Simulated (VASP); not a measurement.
# TiGe (F-43m) in VASP: notebook

TiGe is run at these levels: PBE; tasks: single point.

Program: VASP 6.6.1. These are calculated values, not measurements. Logs are shortened: lines on timing, memory, paths and dates and some standing lists are left out, and cuts for length are marked.

## Step 1: The cell of the first run

Symmetry: F-43m, No. 216, cubic system. The conventional cell has a = 5.847 Å, b = 5.847 Å, c = 5.847 Å, α = 90.00°, β = 90.00°, γ = 90.00°. Ti (site symmetry -43m) has 4 Ge at 2.53 Å within 3.3 Å. Within 3.3 Å of Ge (site symmetry -43m) lie 4 Ti at 2.53 Å.

## Step 2: Single point, PBE

The input, INCAR:

```
PREC     = Accurate       # precision mode
ENCUT    = 500            # plane-wave cutoff, eV
EDIFF    = 1E-6           # SCF threshold, eV
ISMEAR   = 0              # smearing method
SIGMA    = 0.05           # smearing width, eV
LREAL    = F              # projectors in reciprocal space
LASPH    = T              # aspherical terms in the spheres
NELM     = 120            # most SCF steps
ALGO     = Normal         # electronic algorithm
ISIF     = 2              # what is computed and relaxed
LWAVE    = F              # write WAVECAR
LCHARG   = F              # write CHGCAR
GGA      = PE             # functional
NBANDS   = 20             # bands
GGA_COMPAT= F
```

The input, KPOINTS:

```
regular mesh
0
Gamma
  6 6 6
```

The input, POSCAR:

```
TiGe
1.0
    0.0000000000      2.9233087237      2.9233087237
    2.9233087237      0.0000000000      2.9233087237
    2.9233087237      2.9233087237      0.0000000000
Ti Ge
1 1
Direct
    0.0000000000      0.0000000000      0.0000000000
    0.2500000000      0.2500000000      0.2500000000
```

Potentials or basis: VASP PAW PBE potentials, release 64 (Ti_sv, Ge_d).

On the command line:

```
$ cat potpaw_PBE.64/Ti_sv/POTCAR potpaw_PBE.64/Ge_d/POTCAR > POTCAR
$ mpirun -np 1 vasp_std > vasp.out
```

OUTCAR:

```text
PREC = Accurate
   ENCUT = 500
   EDIFF = 1E-6
   ISMEAR = 0
   LREAL = F
   LASPH = T
   NELM = 120
   ISIF = 2
   GGA = PE

 ion  position               nearest neighbor table
   1  0.000  0.000  0.000-   2 2.53   2 2.53   2 2.53   2 2.53
   2  0.250  0.250  0.250-   1 2.53   1 2.53   1 2.53   1 2.53

  LATTYP: Found a face centered cubic cell.
 ALAT       =     5.8466174474

  Lattice vectors:

 A1 = (   0.0000000000,   2.9233087237,   2.9233087237)
 A2 = (   2.9233087237,   0.0000000000,   2.9233087237)
 A3 = (   2.9233087237,   2.9233087237,   0.0000000000)

Analysis of symmetry for initial positions (statically):
=====================================================================
 Subroutine PRICEL returns:
 Original cell was already a primitive cell.

 Routine SETGRP: Setting up the symmetry group for a
 face centered cubic supercell.

 Subroutine GETGRP returns: Found 24 space group operations
 (whereof 24 operations were pure point group operations)
 out of a pool of 48 trial point group operations.

The static configuration has the point symmetry T_d .

Analysis of symmetry for dynamics (positions and initial velocities):
=====================================================================
 Subroutine PRICEL returns:
 Original cell was already a primitive cell.

 Routine SETGRP: Setting up the symmetry group for a
 face centered cubic supercell.

 Subroutine GETGRP returns: Found 24 space group operations
 (whereof 24 operations were pure point group operations)
 out of a pool of 48 trial point group operations.

The dynamic configuration has the point symmetry T_d .

 Subroutine INISYM returns: Found 24 space group operations
 (whereof 24 operations are pure point group operations),
 and found     1 'primitive' translations

----------------------------------------------------------------------------------------

                                     Primitive cell

  volume of cell :      49.9636

  direct lattice vectors                    reciprocal lattice vectors
     0.000000000  2.923308724  2.923308724    -0.171039068  0.171039068  0.171039068
     2.923308724  0.000000000  2.923308724     0.171039068 -0.171039068  0.171039068
     2.923308724  2.923308724  0.000000000     0.171039068  0.171039068 -0.171039068

  length of vectors
     4.134182844  4.134182844  4.134182844     0.296248356  0.296248356  0.296248356

  position of ions in fractional coordinates (direct lattice)
     0.000000000  0.000000000  0.000000000
     0.250000000  0.250000000  0.250000000

  ion indices of the primitive-cell ions
   primitive index   ion index
                 1           1
                 2           2

----------------------------------------------------------------------------------------

 KPOINTS: regular mesh

Automatic generation of k-mesh.
 Grid dimensions read from file:
 generate k-points for:    6    6    6

 Generating k-lattice:

  Cartesian coordinates                     Fractional coordinates (reciprocal lattice)
    -0.028506511  0.028506511  0.028506511     0.166666667  0.000000000  0.000000000
     0.028506511 -0.028506511  0.028506511     0.000000000  0.166666667  0.000000000
     0.028506511  0.028506511 -0.028506511     0.000000000  0.000000000  0.166666667

  Length of vectors
     0.049374726  0.049374726  0.049374726

  Shift w.r.t. Gamma in fractional coordinates (k-lattice)
     0.000000000  0.000000000  0.000000000

 Subroutine IBZKPT returns following result:
 ===========================================

 Found     16 irreducible k-points:

 Following reciprocal coordinates:
            Coordinates               Weight
  0.000000  0.000000  0.000000      1.000000
  0.166667  0.000000  0.000000      8.000000
  0.333333  0.000000  0.000000      8.000000
  0.500000  0.000000  0.000000      4.000000
  0.166667  0.166667  0.000000      6.000000
  0.333333  0.166667  0.000000     24.000000
[... 8 lines left out ...]
 -0.333333  0.333333  0.166667     24.000000
 -0.333333  0.500000  0.166667     12.000000
   k-points           NKPTS =     16   k-points in BZ     NKDIM =     16   number of bands    NBANDS=     20
   number of dos      NEDOS =    301   number of ions     NIONS =      2
   total plane-waves  NPLWV =  27000
   dimension x,y,z NGX =    30 NGY =   30 NGZ =   30
   dimension x,y,z NGXF=    60 NGYF=   60 NGZF=   60
   ions per type =               1   1
   NGX,Y,Z   is equivalent  to a cutoff of  12.06, 12.06, 12.06 a.u.
   NGXF,Y,Z  is equivalent  to a cutoff of  24.13, 24.13, 24.13 a.u.
 SYSTEM =  unknown system
   PREC   = accura    normal or accurate (medium, high low for compatibility)
   ISTART =      0    job   : 0-new  1-cont  2-samecut
   ICHARG =      2    charge: 1-file 2-atom 10-const
   ISPIN  =      1    spin polarized calculation?
   LNONCOLLINEAR =      F non collinear calculations
   LSORBIT =      F    spin-orbit coupling
   LASPH  =      T    aspherical Exc in radial PAW
   ENCUT  =  500.0 eV  36.75 Ry    6.06 a.u.   7.54  7.54  7.54*2*pi/ulx,y,z
   NELM   =    120;   NELMIN=  2; NELMDL= -5     # of ELM steps
   EDIFF  = 0.1E-05   stopping-criterion for ELM
   LREAL  =      F    real-space projection
   EDIFFG = 0.1E-04   stopping-criterion for IOM
   NSW    =      0    number of steps for IOM
   IBRION =     -1    ionic relax: 0-MD 1-quasi-New 2-CG
   NFREE  =      0    steps in history (QN), initial steepest desc. (CG)
   ISIF   =      2    stress and relaxation
   ISYM   =      2    0-nonsym 1-usesym 2-fastsym
   POTIM  = 0.5000    time-step for ionic-motion
   TEBEG  =    0.0;   TEEND  =   0.0 temperature during run
   PSTRESS=    0.0 pullay stress
   NELECT =      26.0000    total number of electrons
   NUPDOWN=      -1.0000    fix difference up-down
   EMIN   =  10.00;   EMAX   =-10.00  energy-range for DOS
   EFERMI =   0.00;   METHOD = LEGACY
   ISMEAR =     0;   SIGMA  =   0.05  broadening in eV -4-tet -1-fermi 0-gaus
   EFERMI_NEDOS =   21; number of points for ismear=-14 and -15
   IALGO  =     38    algorithm
   IMIX   =      4    mixing-type and parameters
     AMIX     =   0.40;   BMIX     =  1.00
     AMIX_MAG =   1.60;   BMIX_MAG =  1.00
  volume/ion in A,a.u.               =      24.98       168.59
  Fermi-wavevector in a.u.,A,eV,Ry     =   1.316784  2.488361 23.591422  1.733921
  Thomas-Fermi vector in A             =   2.446872
   LORBIT       =      0    0 simple, 1 ext, 2 COOP (PROOUT), +10 PAW based schemes
   GGA     = PE    functional components
   LHFCALC =     F    Hartree Fock is set to
   AEXX    =    0.0000 exact exchange contribution
   IVDW    =     0    specifies the selected vdW correction
   LEPSILON=     F    determine dielectric tensor
   LRPA    =     F    only Hartree local field effects (RPA)
 non-spin polarized calculation
 Gauss-broadening in eV      SIGMA  =   0.05
  energy-cutoff  :      500.00
  volume of cell :       49.96
 maximum number of plane-waves:      1303
   NGX = 15   NGY = 15   NGZ = 15

 number of electron      25.9999995 magnetization

 Free energy of the ion-electron system (eV)
  ---------------------------------------------------
  ext. energy  EPLUGINS =         0.00000000
  ---------------------------------------------------
  free energy    TOTEN  =       -11.51256989 eV

  energy without entropy =      -11.51256557  energy(sigma->0) =      -11.51256773

 E-fermi :   3.7802     XC(G=0):  -9.5303

 val. band max:        3.6584932542   @ k =   0.5000   0.5000   0.0000
 cond. band min:       3.9061983453   @ k =   0.5000   0.5000   0.0000
 fundamental gap:      0.2477050910
 Fermi energy:         3.7801699349

 k-point     1 :       0.0000    0.0000    0.0000
  band No.  band energies     occupation
      1     -53.3684      2.00000
      2     -29.6193      2.00000
      3     -29.6193      2.00000
      4     -29.6193      2.00000
      5     -19.2931      2.00000
      6     -19.2931      2.00000
[... 12 lines left out ...]
     19       9.7968      0.00000
     20      11.8912      0.00000

 k-point     2 :       0.1667    0.0000    0.0000
  band No.  band energies     occupation
      1     -53.3682      2.00000
      2     -29.6233      2.00000
      3     -29.6198      2.00000
      4     -29.6198      2.00000
      5     -19.2950      2.00000
      6     -19.2936      2.00000
[... 12 lines left out ...]
     19       9.6059      0.00000
     20      12.2343      0.00000

 k-point     3 :       0.3333    0.0000    0.0000
  band No.  band energies     occupation
      1     -53.3677      2.00000
      2     -29.6312      2.00000
      3     -29.6209      2.00000
      4     -29.6209      2.00000
      5     -19.2987      2.00000
      6     -19.2941      2.00000
[... 12 lines left out ...]
     19       9.8835      0.00000
     20      12.7028      0.00000

 k-point     4 :       0.5000    0.0000    0.0000
  band No.  band energies     occupation
      1     -53.3674      2.00000
      2     -29.6351      2.00000
      3     -29.6214      2.00000
      4     -29.6214      2.00000
      5     -19.3005      2.00000
      6     -19.2942      2.00000
[... 12 lines left out ...]
     19       9.8081      0.00000
     20      12.5789      0.00000

 k-point     5 :       0.1667    0.1667    0.0000
  band No.  band energies     occupation
      1     -53.3682      2.00000
      2     -29.6234      2.00000
      3     -29.6207      2.00000
      4     -29.6207      2.00000
      5     -19.2960      2.00000
      6     -19.2936      2.00000
[... 12 lines left out ...]
     19      10.0465      0.00000
     20      11.3394      0.00000
[... 169 lines left out ...]
      6     -19.2945      2.00000
[... 12 lines left out ...]
     19       9.7656      0.00000
     20      10.7769      0.00000

 k-point    14 :       0.5000    0.3333    0.1667
  band No.  band energies     occupation
      1     -53.3673      2.00000
      2     -29.6315      2.00000
      3     -29.6255      2.00000
      4     -29.6226      2.00000
      5     -19.2996      2.00000
      6     -19.2958      2.00000
[... 12 lines left out ...]
     19      11.1520      0.00000
     20      11.8042      0.00000

 k-point    15 :      -0.3333    0.3333    0.1667
  band No.  band energies     occupation
      1     -53.3672      2.00000
      2     -29.6320      2.00000
      3     -29.6275      2.00000
      4     -29.6234      2.00000
      5     -19.2993      2.00000
      6     -19.2976      2.00000
[... 12 lines left out ...]
     19      11.2551      0.00000
     20      12.2392      0.00000

 k-point    16 :      -0.3333    0.5000    0.1667
  band No.  band energies     occupation
      1     -53.3671      2.00000
      2     -29.6329      2.00000
      3     -29.6271      2.00000
      4     -29.6246      2.00000
      5     -19.3009      2.00000
      6     -19.2966      2.00000
[... 12 lines left out ...]
     19      10.8920      0.00000
     20      12.0880      0.00000

------------------------ aborting loop because EDIFF is reached ----------------------------------------

  FORCE on cell =-STRESS in cart. coord.  units (eV):
  Direction    XX          YY          ZZ          XY          YZ          ZX
  --------------------------------------------------------------------------------------
  -------------------------------------------------------------------------------------
  Total        0.0180497      0.0180497      0.0180497      0.0000000      0.0000000     -0.0000000
  in kB        0.5787988      0.5787988      0.5787988      0.0000000      0.0000000     -0.0000000
  external PRESSURE =       0.5787988 kB  Pullay stress =       0.0000000 kB

 VOLUME and BASIS-vectors are now :
 -----------------------------------------------------------------------------
  energy-cutoff  :      500.00
  volume of cell :       49.96
      direct lattice vectors                 reciprocal lattice vectors
     0.000000000  2.923308724  2.923308724    -0.171039068  0.171039068  0.171039068
     2.923308724  0.000000000  2.923308724     0.171039068 -0.171039068  0.171039068
     2.923308724  2.923308724  0.000000000     0.171039068  0.171039068 -0.171039068

 POSITION                                       TOTAL-FORCE (eV/Angst)
 -----------------------------------------------------------------------------------
      0.00000      0.00000      0.00000        -0.000000     -0.000000     -0.000000
      1.46165      1.46165      1.46165         0.000000      0.000000      0.000000
 -----------------------------------------------------------------------------------
    total drift:                               -0.000000     -0.000000     -0.000000

  FREE ENERGIE OF THE ION-ELECTRON SYSTEM (eV)
  ---------------------------------------------------
  free  energy   TOTEN  =       -11.5125698949 eV

  energy  without entropy=      -11.5125655718  energy(sigma->0) =      -11.51256773
```

Wall time 14 s (1 thread of Intel Xeon Platinum 8259CL at 2.50GHz (Skylake/Cascade Lake), shared host); peak memory 0.17 GiB.

What came out:

* Free energy: -11.5126 eV
* Pressure: 0.1 GPa
* Band gap on the k mesh: 0.25 eV, direct

Levels at points of the mesh, in eV from the valence-band top:
```tsv
k point	band 10	band 11	band 12	band 13	band 14	band 15	band 16	band 17
(0.00, 0.00, 0.00)	-8.57	-0.94	-0.94	-0.94	1.10	1.10	4.85	6.14
(0.50, 0.00, 0.00)	-7.31	-2.55	-0.67	-0.67	1.28	1.28	1.46	4.17
(0.50, 0.50, 0.00)	-6.88	-2.59	0.00	0.00	0.25	1.46	1.72	2.05
```

A k mesh can miss the band edges.

## Step 3: Single point, PBE (volume scaled by 1.000 of the coarse rest volume)

The input, INCAR:

```
SYSTEM = TiGe
ALGO = Normal ; EDIFF = 1E-6
ENCUT = 500 ; GGA = PE
GGA_COMPAT = .False. ; ISIF = 2
ISMEAR = 0 ; LASPH = .True.
LCHARG = .True. ; LELF = .True.
LREAL = .False. ; LVHAR = .True.
LWAVE = .False. ; NBANDS = 20
NELM = 120 ; PREC = Accurate
SIGMA = 0.02
```

The input, KPOINTS:

```
k-points
0
Gamma
  8 8 8
  0 0 0
```

The input, POSCAR:

```
TiGe
1.0
    0.0000000000      2.9233000000      2.9233000000
    2.9233000000      0.0000000000      2.9233000000
    2.9233000000      2.9233000000      0.0000000000
Ti Ge
1 1
Direct
    0.0000000000      0.0000000000      0.0000000000
    0.2500000000      0.2500000000      0.2500000000
```

Potentials or basis: VASP PAW PBE potentials, release 64 (Ti_sv, Ge_d).

On the command line:

```
$ cat potpaw_PBE.64/Ti_sv/POTCAR potpaw_PBE.64/Ge_d/POTCAR > POTCAR
$ mpirun -np 1 vasp_std > vasp.out
```

It took 25 s on 1 thread of Intel Xeon Platinum 8259CL at 2.50GHz (Skylake/Cascade Lake), shared host; peak memory 0.18 GiB.

Results (log left out):

| Item | Value |
| --- | --- |
| Free energy | -11.5118 eV |
| Pressure | 0.0 GPa |
| Band gap on the k mesh | 0.25 eV, direct |

Levels at points of the mesh, in eV from the valence-band top:
| k point | band 11 | band 12 | band 13 | band 14 | band 15 | band 16 |
| --- | --- | --- | --- | --- | --- | --- |
| (0.00, 0.00, 0.00) | -0.94 | -0.94 | -0.94 | 1.10 | 1.10 | 4.85 |
| (0.50, 0.00, 0.00) | -2.55 | -0.67 | -0.67 | 1.28 | 1.28 | 1.46 |
| (0.50, 0.50, 0.00) | -2.59 | 0.00 | 0.00 | 0.25 | 1.46 | 1.72 |

 A k mesh can miss the band edges.
